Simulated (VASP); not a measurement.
Write the native input for VASP 6.6.1 that does the following.

```yaml
Task: electric field gradients
Functional: LDA
Potentials_or_basis: VASP PAW LDA potentials, release 64 (Sn_d, Te)
Cutoff: 520 eV
k_mesh: 11 × 11 × 11
Occupations: fermi-dirac, width 0.08 eV
Spin: no spin polarisation
Dipole_correction: no
Further_INCAR_settings: ALGO = Normal; EDIFF = 1e-08; NBANDS = 17
```

The structure of SnTe lies in POSCAR:

```
SnTe
1.0
    0.0000000000      3.0618050000      3.1565000000
    3.0618050000      0.0000000000      3.1565000000
    3.0618050000      3.0618050000      0.0000000000
Sn Te
1 1
Direct
    0.0000000000      0.0000000000      0.0000000000
    0.5000000000      0.5000000000      0.5000000000
```

This cell differs from its parent crystal: equal xx and yy strain of -3 %.

The input as run:

INCAR

```
PREC = Accurate ; ENCUT = 520
EDIFF = 1E-8 ; ISMEAR = -1
SIGMA = 0.08 ; LREAL = F
LASPH = T ; NELM = 60
ALGO = Normal ; ISIF = 2
LWAVE = F ; LCHARG = F
GGA = CA ; LEFG = T
NBANDS = 17
```

KPOINTS

```
Automatic mesh
0
Gamma
  11 11 11
```

Potentials or basis: VASP PAW LDA potentials, release 64 (Sn_d, Te).

Launch:

```console
$ cat potpaw_LDA.64/Sn_d/POTCAR potpaw_LDA.64/Te/POTCAR > POTCAR
$ mpirun -np 1 vasp_std > vasp.out
```

Results of the run:

The pressure is 1.5 GPa, the band gap on the k mesh is 0.29 eV (least direct gap 0.37 eV) and the largest electric field gradient by atom is Sn +44.2; Te +13.3 V/Å².

Caveat: the cell differs from its parent crystal (equal xx and yy strain of -3 %); without QUAD_EFG the Cq values of the log hold for a quadrupole moment of 1 mb, not for the nuclei; spin-orbit coupling is left out, which moves the levels of the heavy elements; an odd mesh through Γ misses points on the zone boundary, where band edges can lie.

Run time: 45 s on 1 thread of Intel(R) Xeon(R) 6975P-C (Granite Rapids), with other jobs on the host, peak memory 0.26 GiB.
